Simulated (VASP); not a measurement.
# Pd (Fm-3m) in VASP: a series of runs

The runs below take Pd through single point, relaxation of cell and atoms, with PBE+D3(BJ).

All numbers are computed with VASP 6.6.1; they aren't measurements. Logs are shortened: lines on timing, memory, paths and dates and some standing lists are left out, and cuts for length are marked.

## Step 1: The cell of the first run

Symmetry: Fm-3m, No. 225, cubic system. The conventional cell has a = 3.889 Å, b = 3.889 Å, c = 3.889 Å, α = 90.00°, β = 90.00°, γ = 90.00°. Within 3.6 Å of Pd (site symmetry m-3m) lie 12 Pd at 2.75 Å.

## Step 2: Single point, PBE+D3(BJ)

Input file INCAR:

```
  PREC = Accurate
  ENCUT = 520
  EDIFF = 1E-6
  ISMEAR = 0
  SIGMA = 0.1
  LREAL = False
  LASPH = True
  NELM = 60
  ALGO = Normal
  ISIF = 2
  LWAVE = False
  LCHARG = False
  GGA = PE
  IVDW = 12
  NBANDS = 11
```

Input file KPOINTS:

```
Automatic mesh
0
Gamma
  18 18 18
```

Input file POSCAR:

```
Pd
1.0
    0.0000000000      1.9446131562      1.9446131562
    1.9446131562      0.0000000000      1.9446131562
    1.9446131562      1.9446131562      0.0000000000
Pd
1
Direct
    0.0000000000      0.0000000000      0.0000000000
```

Potentials or basis: VASP PAW PBE potentials, release 64 (Pd).

Command:

```console
cat potpaw_PBE.64/Pd/POTCAR > POTCAR
mpirun -np 1 vasp_std > vasp.out
```

OUTCAR:

```text
PREC = Accurate
   ENCUT = 520
   EDIFF = 1E-6
   ISMEAR = 0
   LREAL = False
   LASPH = True
   NELM = 60
   ISIF = 2
   GGA = PE
   IVDW = 12
 IVDW          = 12

 ion  position               nearest neighbor table
   1  0.000  0.000  0.000-

  LATTYP: Found a face centered cubic cell.
 ALAT       =     3.8892263124

  Lattice vectors:

 A1 = (   0.0000000000,   1.9446131562,   1.9446131562)
 A2 = (   1.9446131562,   0.0000000000,   1.9446131562)
 A3 = (   1.9446131562,   1.9446131562,   0.0000000000)

Analysis of symmetry for initial positions (statically):
=====================================================================
 Subroutine PRICEL returns:
 Original cell was already a primitive cell.

 Routine SETGRP: Setting up the symmetry group for a
 face centered cubic supercell.

 Subroutine GETGRP returns: Found 48 space group operations
 (whereof 48 operations were pure point group operations)
 out of a pool of 48 trial point group operations.

The static configuration has the point symmetry O_h .

Analysis of symmetry for dynamics (positions and initial velocities):
=====================================================================
 Subroutine PRICEL returns:
 Original cell was already a primitive cell.

 Routine SETGRP: Setting up the symmetry group for a
 face centered cubic supercell.

 Subroutine GETGRP returns: Found 48 space group operations
 (whereof 48 operations were pure point group operations)
 out of a pool of 48 trial point group operations.

The dynamic configuration has the point symmetry O_h .

 Subroutine INISYM returns: Found 48 space group operations
 (whereof 48 operations are pure point group operations),
 and found     1 'primitive' translations

----------------------------------------------------------------------------------------

                                     Primitive cell

  volume of cell :      14.7072

  direct lattice vectors                    reciprocal lattice vectors
     0.000000000  1.944613156  1.944613156    -0.257120548  0.257120548  0.257120548
     1.944613156  0.000000000  1.944613156     0.257120548 -0.257120548  0.257120548
     1.944613156  1.944613156  0.000000000     0.257120548  0.257120548 -0.257120548

  length of vectors
     2.750098299  2.750098299  2.750098299     0.445345852  0.445345852  0.445345852

  position of ions in fractional coordinates (direct lattice)
     0.000000000  0.000000000  0.000000000

  ion indices of the primitive-cell ions
   primitive index   ion index
                 1           1

----------------------------------------------------------------------------------------

 KPOINTS: Automatic mesh

Automatic generation of k-mesh.
 Grid dimensions read from file:
 generate k-points for:   18   18   18

 Generating k-lattice:

  Cartesian coordinates                     Fractional coordinates (reciprocal lattice)
    -0.014284475  0.014284475  0.014284475     0.055555556  0.000000000  0.000000000
     0.014284475 -0.014284475  0.014284475     0.000000000  0.055555556  0.000000000
     0.014284475  0.014284475 -0.014284475     0.000000000  0.000000000  0.055555556

  Length of vectors
     0.024741436  0.024741436  0.024741436

  Shift w.r.t. Gamma in fractional coordinates (k-lattice)
     0.000000000  0.000000000  0.000000000

 Subroutine IBZKPT returns following result:
 ===========================================

 Found    195 irreducible k-points:

 Following reciprocal coordinates:
            Coordinates               Weight
  0.000000  0.000000  0.000000      1.000000
  0.055556  0.000000  0.000000      8.000000
  0.111111  0.000000  0.000000      8.000000
  0.166667  0.000000  0.000000      8.000000
  0.222222  0.000000  0.000000      8.000000
  0.277778  0.000000  0.000000      8.000000
[... 16 lines left out ...]
 -0.277778  0.055556  0.000000     24.000000
 -0.222222  0.055556  0.000000     24.000000
 [... further k-points ...]
   k-points           NKPTS =    195   k-points in BZ     NKDIM =    195   number of bands    NBANDS=     11
   number of dos      NEDOS =    301   number of ions     NIONS =      1
   total plane-waves  NPLWV =   8000
   dimension x,y,z NGX =    20 NGY =   20 NGZ =   20
   dimension x,y,z NGXF=    40 NGYF=   40 NGZF=   40
   ions per type =               1
   NGX,Y,Z   is equivalent  to a cutoff of  12.09, 12.09, 12.09 a.u.
   NGXF,Y,Z  is equivalent  to a cutoff of  24.18, 24.18, 24.18 a.u.
 SYSTEM =  unknown system
   PREC   = accura    normal or accurate (medium, high low for compatibility)
   ISTART =      0    job   : 0-new  1-cont  2-samecut
   ICHARG =      2    charge: 1-file 2-atom 10-const
   ISPIN  =      1    spin polarized calculation?
   LNONCOLLINEAR =      F non collinear calculations
   LSORBIT =      F    spin-orbit coupling
   LASPH  =      T    aspherical Exc in radial PAW
   ENCUT  =  520.0 eV  38.22 Ry    6.18 a.u.   5.11  5.11  5.11*2*pi/ulx,y,z
   NELM   =     60;   NELMIN=  2; NELMDL= -5     # of ELM steps
   EDIFF  = 0.1E-05   stopping-criterion for ELM
   LREAL  =      F    real-space projection
[... 7 lines left out ...]
   TEBEG  =    0.0;   TEEND  =   0.0 temperature during run
   PSTRESS=    0.0 pullay stress
   NELECT =      10.0000    total number of electrons
   NUPDOWN=      -1.0000    fix difference up-down
   EMIN   =  10.00;   EMAX   =-10.00  energy-range for DOS
   EFERMI =   0.00;   METHOD = LEGACY
   ISMEAR =     0;   SIGMA  =   0.10  broadening in eV -4-tet -1-fermi 0-gaus
   EFERMI_NEDOS =   21; number of points for ismear=-14 and -15
   IALGO  =     38    algorithm
   IMIX   =      4    mixing-type and parameters
     AMIX     =   0.40;   BMIX     =  1.00
     AMIX_MAG =   1.60;   BMIX_MAG =  1.00
  volume/ion in A,a.u.               =      14.71        99.25
  Fermi-wavevector in a.u.,A,eV,Ry     =   1.439566  2.720385 28.196041  2.072351
  Thomas-Fermi vector in A             =   2.558407
   LORBIT       =      0    0 simple, 1 ext, 2 COOP (PROOUT), +10 PAW based schemes
   GGA     = PE    functional components
   LHFCALC =     F    Hartree Fock is set to
   AEXX    =    0.0000 exact exchange contribution
   IVDW    =    12    specifies the selected vdW correction
   LEPSILON=     F    determine dielectric tensor
   LRPA    =     F    only Hartree local field effects (RPA)
 non-spin polarized calculation
 Gauss-broadening in eV      SIGMA  =   0.10
  energy-cutoff  :      520.00
  volume of cell :       14.71
 maximum number of plane-waves:       411
   NGX = 11   NGY = 11   NGZ = 11

 number of electron      10.0000000 magnetization

 Free energy of the ion-electron system (eV)
  ---------------------------------------------------
  ext. energy  EPLUGINS =         0.00000000
  ---------------------------------------------------
  free energy    TOTEN  =        -5.21294388 eV

  energy without entropy =       -5.20132576  energy(sigma->0) =       -5.20713482

 E-fermi :   9.8294     XC(G=0): -13.2033

 val. band max:        9.8293629420   @ k =  -0.4444   0.3889   0.1111
 cond. band min:       9.8364558771   @ k =   0.5000   0.4444   0.0000
 fundamental gap:      0.0070929351
 Fermi energy:         9.8294002080

 k-point     1 :       0.0000    0.0000    0.0000
  band No.  band energies     occupation
      1       2.6702      2.00000
      2       6.9791      2.00000
      3       6.9791      2.00000
      4       6.9791      2.00000
      5       8.5976      2.00000
      6       8.5976      2.00000
      7      27.0264      0.00000
      8      31.8212      0.00000
      9      31.8212      0.00000
     10      31.8212      0.00000
     11      36.0444      0.00000

 k-point     2 :       0.0556    0.0000    0.0000
  band No.  band energies     occupation
      1       2.7830      2.00000
      2       6.9386      2.00000
      3       7.0185      2.00000
      4       7.0185      2.00000
      5       8.5784      2.00000
      6       8.5784      2.00000
      7      27.1479      0.00000
      8      31.0598      0.00000
      9      31.9517      0.00000
     10      31.9517      0.00000
     11      36.0916      0.00000

 k-point     3 :       0.1111    0.0000    0.0000
  band No.  band energies     occupation
      1       3.1087      2.00000
      2       6.8377      2.00000
      3       7.1215      2.00000
      4       7.1215      2.00000
      5       8.5383      2.00000
      6       8.5383      2.00000
      7      27.4196      0.00000
      8      29.5207      0.00000
      9      32.3223      0.00000
     10      32.3223      0.00000
     11      36.1204      0.00000

 k-point     4 :       0.1667    0.0000    0.0000
  band No.  band energies     occupation
      1       3.6000      2.00000
      2       6.7439      2.00000
      3       7.2367      2.00000
      4       7.2367      2.00000
      5       8.5325      2.00000
      6       8.5325      2.00000
      7      27.1118      0.00000
      8      28.3438      0.00000
      9      32.8617      0.00000
     10      32.8617      0.00000
     11      36.1261      0.00000
[... 239 lines left out ...]
 k-point    22 :      -0.3333    0.0556    0.0000
  band No.  band energies     occupation
      1       4.7006      2.00000
      2       7.0638      2.00000
      3       7.1466      2.00000
      4       8.1267      2.00000
      5       9.1246      2.00000
      6       9.8597      0.66864
      7      20.7051      0.00000
      8      27.1681      0.00000
      9      30.9892      0.00000
     10      33.0679      0.00000
     11      35.9181      0.00000

 k-point    23 :      -0.2778    0.0556    0.0000
  band No.  band energies     occupation
      1       4.6622      2.00000
      2       7.1277      2.00000
      3       7.2594      2.00000
      4       7.3556      2.00000
      5       8.7670      2.00000
      6       9.3763      2.00000
      7      22.7436      0.00000
      8      27.6777      0.00000
      9      31.6245      0.00000
     10      34.5371      0.00000
     11      35.0011      0.00000

 k-point    24 :      -0.2222    0.0556    0.0000
  band No.  band energies     occupation
      1       4.3836      2.00000
      2       6.7586      2.00000
      3       7.3052      2.00000
      4       7.3391      2.00000
      5       8.4773      2.00000
      6       9.0063      2.00000
      7      24.7893      0.00000
      8      28.0877      0.00000
      9      32.0790      0.00000
     10      34.4473      0.00000
     11      34.8426      0.00000

 [... further k-points ...]

------------------------ aborting loop because EDIFF is reached ----------------------------------------

 Edisp (eV)   -0.67013

 E8    (eV) :    -0.2962

  FORCE on cell =-STRESS in cart. coord.  units (eV):
  Direction    XX          YY          ZZ          XY          YZ          ZX
  --------------------------------------------------------------------------------------
  -------------------------------------------------------------------------------------
  Total      -0.02811    -0.02811    -0.02811     0.00000     0.00000    -0.00000
  in kB      -3.06251    -3.06251    -3.06251     0.00000     0.00000    -0.00000
  external pressure =       -3.06 kB  Pullay stress =        0.00 kB

 VOLUME and BASIS-vectors are now :
 -----------------------------------------------------------------------------
  energy-cutoff  :      520.00
  volume of cell :       14.71
      direct lattice vectors                 reciprocal lattice vectors
     0.000000000  1.944613156  1.944613156    -0.257120548  0.257120548  0.257120548
     1.944613156  0.000000000  1.944613156     0.257120548 -0.257120548  0.257120548
     1.944613156  1.944613156  0.000000000     0.257120548  0.257120548 -0.257120548

 POSITION                                       TOTAL-FORCE (eV/Angst)
 -----------------------------------------------------------------------------------
      0.00000      0.00000      0.00000         0.000000      0.000000      0.000000
 -----------------------------------------------------------------------------------
    total drift:                                0.000000      0.000000      0.000000

  FREE ENERGIE OF THE ION-ELECTRON SYSTEM (eV)
  ---------------------------------------------------
  free  energy   TOTEN  =        -5.8830722314 eV

  energy  without entropy=       -5.8714541134  energy(sigma->0) =       -5.87726317
```

It took 13 s on 1 thread of Intel Xeon Platinum 8488C (Sapphire Rapids), shared host; peak memory 0.16 GiB.

What came out:

```yaml
Free_energy: -5.8831 eV
Pressure: -0.3 GPa
Band_gap_on_the_k_mesh: zero (band 5 reaches 10.12 eV, above the bottom of band 6 at 8.53 eV)
Dispersion_energy_per_atom: -0.670 eV
```

Caveat: pairwise dispersion overbinds metals, which lowers pressure and volume.

[end of part 1 of 2]
